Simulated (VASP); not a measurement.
# Bi2S3 (P-1) in VASP: single point with PBE

Aim: the single point of Bi2S3 with PBE.

Program: VASP 6.6.1. These are calculated values, not measurements. Logs are shortened: lines on timing, memory, paths and dates and some standing lists are left out, and cuts for length are marked.

## Step 1: The cell of the first run

The typed cell holds 5 atoms: a = 9.631 Å, b = 9.655 Å, c = 9.643 Å, α = 24.55°, β = 23.52°, γ = 24.04°.

## Step 2: Single point, PBE (shear xy strain -5.0%)

INCAR reads:

```
SYSTEM = Bi2S3
PREC = Accurate
ENCUT = 520
EDIFF = 1E-6
ISMEAR = -1
SIGMA = 0.02
LREAL = .False.
LASPH = .True.
NELM = 100
ALGO = Normal
ISIF = 2
LWAVE = .False.
LCHARG = .False.
GGA = PE
NBANDS = 32
```

KPOINTS reads:

```
regular mesh
0
Gamma
  8 8 8
  0 0 0
```

POSCAR reads:

```
Bi2S3
1.0
    1.9786561434      1.1089170930      9.3599410245
   -2.0366115404      1.2092987851      9.3599410245
    0.0579553970     -2.3182158781      9.3599410245
Bi S
2 3
Direct
    0.3900801798      0.4098329442      0.3992430725
    0.6099198202      0.5901670558      0.6007569275
    0.2323278160      0.2000889466      0.2155397384
    0.7676721840      0.7999110534      0.7844602616
    0.0000000000      0.0000000000      0.0000000000
```

Potentials or basis: VASP PAW PBE potentials, release 64 (Bi_d, S).

Launch:

```console
cat potpaw_PBE.64/Bi_d/POTCAR potpaw_PBE.64/S/POTCAR > POTCAR
mpirun -np 1 vasp_std > vasp.out
```

OUTCAR:

```text
SYSTEM = Bi2S3
   PREC = Accurate
   ENCUT = 520
   EDIFF = 1E-6
   ISMEAR = -1
   LREAL = .False.
   LASPH = .True.
   NELM = 100
   ISIF = 2
   GGA = PE

 ion  position               nearest neighbor table
   1  0.390  0.410  0.399-   4 2.70   4 2.72   4 2.75   5 2.96   5 2.98   5 2.99
   2  0.610  0.590  0.601-   3 2.70   3 2.72   3 2.75   5 2.96   5 2.98   5 2.99
   3  0.232  0.200  0.216-   2 2.70   2 2.72   2 2.75
   4  0.768  0.800  0.784-   1 2.70   1 2.72   1 2.75
   5  0.000  0.000  0.000-   2 2.96   1 2.96   1 2.98   2 2.98   1 2.99   2 2.99

  LATTYP: Found a triclinic cell.
 ALAT       =     4.0165222590
 B/A-ratio  =     1.0214079615
 C/A-ratio  =     2.3978082176
 COS(alpha) =     0.0058897159
 COS(beta)  =     0.2025079634
 COS(gamma) =     0.5318875947

  Lattice vectors:

 A1 = (  -4.0152676838,   0.1003816921,   0.0000000000)
 A2 = (  -2.0945669374,   3.5275146632,   0.0000000000)
 A3 = (  -1.9786561434,  -1.1089170930,  -9.3599410245)

Analysis of symmetry for initial positions (statically):
=====================================================================
 Subroutine PRICEL returns:
 Original cell was already a primitive cell.

 Routine SETGRP: Setting up the symmetry group for a
 triclinic supercell.

 Subroutine GETGRP returns: Found  2 space group operations
 (whereof  2 operations were pure point group operations)
 out of a pool of  2 trial point group operations.

The static configuration has the point symmetry S_2 .

Analysis of symmetry for dynamics (positions and initial velocities):
=====================================================================
 Subroutine PRICEL returns:
 Original cell was already a primitive cell.

 Routine SETGRP: Setting up the symmetry group for a
 triclinic supercell.

 Subroutine GETGRP returns: Found  2 space group operations
 (whereof  2 operations were pure point group operations)
 out of a pool of  2 trial point group operations.

The dynamic configuration has the point symmetry S_2 .

 Subroutine INISYM returns: Found  2 space group operations
 (whereof  2 operations are pure point group operations),
 and found     1 'primitive' translations

----------------------------------------------------------------------------------------

                                     Primitive cell

  volume of cell :     130.6054

  direct lattice vectors                    reciprocal lattice vectors
     1.978656143  1.108917093  9.359941024     0.252802118  0.150108790  0.035612760
    -2.036611540  1.209298785  9.359941024    -0.245608185  0.137648532  0.035612760
     0.057955397 -2.318215878  9.359941024    -0.007193933 -0.287757322  0.035612760

  length of vectors
     9.630850079  9.654982450  9.642923813     0.296158451  0.283793530  0.290041890

  position of ions in fractional coordinates (direct lattice)
     0.390080180  0.409832944  0.399243072
     0.609919820  0.590167056  0.600756928
     0.232327816  0.200088947  0.215539738
     0.767672184  0.799911053  0.784460262
     0.000000000  0.000000000  0.000000000

  ion indices of the primitive-cell ions
   primitive index   ion index
                 1           1
                 2           2
                 3           3
                 4           4
                 5           5

----------------------------------------------------------------------------------------

 KPOINTS: regular mesh

Automatic generation of k-mesh.
 Grid dimensions read from file:
 generate k-points for:    8    8    8

 Generating k-lattice:

  Cartesian coordinates                     Fractional coordinates (reciprocal lattice)
     0.031600265  0.018763599  0.004451595     0.125000000 -0.000000000  0.000000000
    -0.030701023  0.017206067  0.004451595     0.000000000  0.125000000  0.000000000
    -0.000899242 -0.035969665  0.004451595     0.000000000  0.000000000  0.125000000

  Length of vectors
     0.037019806  0.035474191  0.036255236

  Shift w.r.t. Gamma in fractional coordinates (k-lattice)
     0.000000000  0.000000000  0.000000000

 Subroutine IBZKPT returns following result:
 ===========================================

 Found    260 irreducible k-points:

 Following reciprocal coordinates:
            Coordinates               Weight
  0.000000  0.000000  0.000000      1.000000
  0.125000 -0.000000  0.000000      2.000000
  0.250000 -0.000000  0.000000      2.000000
  0.375000 -0.000000  0.000000      2.000000
  0.500000  0.000000  0.000000      1.000000
  0.000000  0.125000  0.000000      2.000000
[... 16 lines left out ...]
  0.125000  0.375000  0.000000      2.000000
  0.250000  0.375000  0.000000      2.000000
 [... further k-points ...]
   k-points           NKPTS =    260   k-points in BZ     NKDIM =    260   number of bands    NBANDS=     32
   number of dos      NEDOS =    301   number of ions     NIONS =      5
   total plane-waves  NPLWV = 373248
   dimension x,y,z NGX =    72 NGY =   72 NGZ =   72
   dimension x,y,z NGXF=   144 NGYF=  144 NGZF=  144
   ions per type =               2   3
   NGX,Y,Z   is equivalent  to a cutoff of  12.43, 12.40, 12.41 a.u.
   NGXF,Y,Z  is equivalent  to a cutoff of  24.86, 24.79, 24.83 a.u.
 SYSTEM =  Bi2S3
   PREC   = accura    normal or accurate (medium, high low for compatibility)
   ISTART =      0    job   : 0-new  1-cont  2-samecut
   ICHARG =      2    charge: 1-file 2-atom 10-const
   ISPIN  =      1    spin polarized calculation?
   LNONCOLLINEAR =      F non collinear calculations
   LSORBIT =      F    spin-orbit coupling
   LASPH  =      T    aspherical Exc in radial PAW
   ENCUT  =  520.0 eV  38.22 Ry    6.18 a.u.  17.91 17.95 17.93*2*pi/ulx,y,z
   NELM   =    100;   NELMIN=  2; NELMDL= -5     # of ELM steps
   EDIFF  = 0.1E-05   stopping-criterion for ELM
   LREAL  =      F    real-space projection
   EDIFFG = 0.1E-04   stopping-criterion for IOM
   NSW    =      0    number of steps for IOM
   IBRION =     -1    ionic relax: 0-MD 1-quasi-New 2-CG
   NFREE  =      0    steps in history (QN), initial steepest desc. (CG)
   ISIF   =      2    stress and relaxation
   ISYM   =      2    0-nonsym 1-usesym 2-fastsym
   POTIM  = 0.5000    time-step for ionic-motion
   TEBEG  =    0.0;   TEEND  =   0.0 temperature during run
   PSTRESS=    0.0 pullay stress
   NELECT =      48.0000    total number of electrons
   NUPDOWN=      -1.0000    fix difference up-down
   EMIN   =  10.00;   EMAX   =-10.00  energy-range for DOS
   EFERMI =   0.00;   METHOD = LEGACY
   ISMEAR =    -1;   SIGMA  =   0.02  broadening in eV -4-tet -1-fermi 0-gaus
   EFERMI_NEDOS =   21; number of points for ismear=-14 and -15
   IALGO  =     38    algorithm
   IMIX   =      4    mixing-type and parameters
     AMIX     =   0.40;   BMIX     =  1.00
     AMIX_MAG =   1.60;   BMIX_MAG =  1.00
  volume/ion in A,a.u.               =      26.12       176.27
  Fermi-wavevector in a.u.,A,eV,Ry     =   1.172649  2.215986 18.709460  1.375106
  Thomas-Fermi vector in A             =   2.309075
   LORBIT       =      0    0 simple, 1 ext, 2 COOP (PROOUT), +10 PAW based schemes
   GGA     = PE    functional components
   LHFCALC =     F    Hartree Fock is set to
   AEXX    =    0.0000 exact exchange contribution
   IVDW    =     0    specifies the selected vdW correction
   LEPSILON=     F    determine dielectric tensor
   LRPA    =     F    only Hartree local field effects (RPA)
 non-spin polarized calculation
  energy-cutoff  :      520.00
  volume of cell :      130.61
 maximum number of plane-waves:      3539
   NGX = 35   NGY = 35   NGZ = 35

 number of electron      48.0000004 magnetization

 Free energy of the ion-electron system (eV)
  ---------------------------------------------------
  ext. energy  EPLUGINS =         0.00000000
  ---------------------------------------------------
  free energy    TOTEN  =       -21.79205736 eV

  energy without entropy =      -21.79205736  energy(sigma->0) =      -21.79205736

 E-fermi :   5.4594     XC(G=0):  -9.4761

 val. band max:        5.1171129424   @ k =   0.0000   0.0000   0.0000
 cond. band min:       5.7975766976   @ k =   0.0000   0.0000   0.0000
 fundamental gap:      0.6804637552
 Fermi energy:         5.4594043993

 k-point     1 :       0.0000    0.0000    0.0000
  band No.  band energies     occupation
      1     -17.7131      2.00000
      2     -17.7116      2.00000
      3     -17.7007      2.00000
      4     -17.6990      2.00000
      5     -17.6945      2.00000
      6     -17.6930      2.00000
[... 24 lines left out ...]
     31      11.6437      0.00000
     32      12.3003      0.00000

 k-point     2 :       0.1250   -0.0000    0.0000
  band No.  band energies     occupation
      1     -17.7077      2.00000
      2     -17.7065      2.00000
      3     -17.6983      2.00000
      4     -17.6962      2.00000
      5     -17.6953      2.00000
      6     -17.6935      2.00000
[... 24 lines left out ...]
     31      11.3410      0.00000
     32      11.9332      0.00000

 k-point     3 :       0.2500   -0.0000    0.0000
  band No.  band energies     occupation
      1     -17.7064      2.00000
      2     -17.7031      2.00000
      3     -17.7005      2.00000
      4     -17.6955      2.00000
      5     -17.6929      2.00000
      6     -17.6904      2.00000
[... 24 lines left out ...]
     31      10.3515      0.00000
     32      11.9082      0.00000

 k-point     4 :       0.3750   -0.0000    0.0000
  band No.  band energies     occupation
      1     -17.7175      2.00000
      2     -17.7109      2.00000
      3     -17.7063      2.00000
      4     -17.6997      2.00000
      5     -17.6916      2.00000
      6     -17.6862      2.00000
[... 654 lines left out ...]
     31       9.9615      0.00000
     32      12.3944      0.00000

 k-point    23 :       0.1250    0.3750    0.0000
  band No.  band energies     occupation
      1     -17.7242      2.00000
      2     -17.7201      2.00000
      3     -17.6918      2.00000
      4     -17.6895      2.00000
      5     -17.6860      2.00000
      6     -17.6837      2.00000
[... 24 lines left out ...]
     31      10.6548      0.00000
     32      11.7546      0.00000

 k-point    24 :       0.2500    0.3750    0.0000
  band No.  band energies     occupation
      1     -17.7180      2.00000
      2     -17.7132      2.00000
      3     -17.6960      2.00000
      4     -17.6957      2.00000
      5     -17.6908      2.00000
      6     -17.6879      2.00000
[... 24 lines left out ...]
     31      10.4500      0.00000
     32      11.9923      0.00000

 [... further k-points ...]
[... 5 lines left out ...]
  --------------------------------------------------------------------------------------
  -------------------------------------------------------------------------------------
  Total        1.7238778      1.8053969      1.6840723      1.3077771     -0.0260054     -0.3503389
  in kB       21.1473443     22.1473642     20.6590370     16.0429078     -0.3190168     -4.2977163
  external PRESSURE =      21.3179152 kB  Pullay stress =       0.0000000 kB

 VOLUME and BASIS-vectors are now :
 -----------------------------------------------------------------------------
  energy-cutoff  :      520.00
  volume of cell :      130.61
      direct lattice vectors                 reciprocal lattice vectors
     1.978656143  1.108917093  9.359941024     0.252802118  0.150108790  0.035612760
    -2.036611540  1.209298785  9.359941024    -0.245608185  0.137648532  0.035612760
     0.057955397 -2.318215878  9.359941024    -0.007193933 -0.287757322  0.035612760

 POSITION                                       TOTAL-FORCE (eV/Angst)
 -----------------------------------------------------------------------------------
     -0.03970      0.00265     11.22403         0.012528     -0.000906     -0.096240
      0.03970     -0.00265     16.85579        -0.012528      0.000906      0.096240
      0.06469     -0.00007      6.06483         0.017929     -0.000239     -0.123505
     -0.06469      0.00007     22.01499        -0.017929      0.000239      0.123505
      0.00000      0.00000      0.00000        -0.000000      0.000000     -0.000000
 -----------------------------------------------------------------------------------
    total drift:                               -0.000000      0.000000      0.000000

  FREE ENERGIE OF THE ION-ELECTRON SYSTEM (eV)
  ---------------------------------------------------
  free  energy   TOTEN  =       -21.7920573598 eV

  energy  without entropy=      -21.7920573595  energy(sigma->0) =      -21.79205736
```

Run time: 55 min. Hardware: 1 thread of Intel Xeon Platinum 8488C (Sapphire Rapids), shared host; peak memory 1.3 GiB.

What came out:

```
Free energy            : -21.7921 eV
Pressure               : 2.1 GPa
Largest force          : 0.125 eV/Å
Band gap on the k mesh : 0.68 eV, direct
```

Forces in eV/Å, atoms in the order of the input:
```
Bi   0.013 -0.001 -0.096
Bi  -0.013  0.001  0.096
S    0.018  0.000 -0.124
S   -0.018  0.000  0.124
S    0.000  0.000  0.000
```

Levels at points of the mesh, in eV from the valence-band top:
| k point | band 21 | band 22 | band 23 | band 24 | band 25 | band 26 | band 27 | band 28 |
| --- | --- | --- | --- | --- | --- | --- | --- | --- |
| (0.00, 0.00, 0.00) | -1.64 | -1.36 | -1.16 | 0.00 | 0.68 | 1.99 | 2.24 | 2.54 |
| (0.50, 0.00, 0.00) | -2.46 | -1.76 | -1.42 | -0.59 | 1.18 | 2.52 | 3.09 | 3.55 |
| (0.00, 0.50, 0.00) | -2.43 | -1.62 | -1.13 | -0.28 | 1.65 | 2.91 | 3.48 | 3.54 |
| (0.50, 0.50, 0.00) | -1.63 | -1.63 | -1.43 | -0.78 | 1.68 | 2.72 | 3.10 | 3.43 |
| (0.00, 0.00, 0.50) | -2.42 | -1.69 | -1.28 | -0.43 | 1.40 | 2.71 | 3.28 | 3.55 |
| (0.50, 0.00, 0.50) | -1.57 | -1.54 | -1.33 | -0.67 | 1.95 | 2.78 | 3.29 | 3.63 |
| (0.00, 0.50, 0.50) | -1.70 | -1.67 | -1.58 | -0.86 | 1.43 | 2.67 | 2.94 | 3.25 |
| (0.50, 0.50, 0.50) | -1.46 | -1.28 | -1.11 | -0.20 | 0.76 | 2.16 | 2.41 | 2.53 |

Caveat: the cell differs from its parent crystal (shear xy strain -5.0%); spin-orbit coupling is left out, which moves the levels of the heavy elements.
